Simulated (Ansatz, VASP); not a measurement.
## TiCo: VASP beside Ansatz

```
Co Ti
1.0
     2.97164    0.00000    0.00000
     0.00000    2.97164    0.00000
     0.00000    0.00000    2.97164
Co Ti
1 1
Direct
  0.00000 0.00000 0.00000
  0.50000 0.50000 0.50000
```

Alike in both runs: functional PBE; k mesh 14 × 14 × 14; occupations gaussian, width 0.1 eV; no spin polarisation.

Ansatz relaxed the structure, and its values are those at the end. VASP's run is a single point on that final structure, the one shown.

|  | VASP | Ansatz |
| --- | --- | --- |
| version | VASP 6.6.1 | Ansatz 0.2.0 |
| potentials or method | VASP PAW PBE potentials, release 64 (Co, Ti_sv), cutoff 600 eV | scalar-relativistic, plane waves, PAW |
| valence electrons in the cell | 21 | 29 |

Ansatz gave:

```
gap on the k mesh at the Fermi level (eV) : none
pressure (GPa)                            : 0.0
```

Task: Which values does VASP return?

Result: gap on the k mesh at the Fermi level (eV): none; pressure (GPa): -0.5.

A gap of «none» marks a metal or a gap that the smearing closes. VASP's potentials hold 21 valence electrons a cell and Ansatz's 29, so a difference there can come from the potentials and not from the codes.
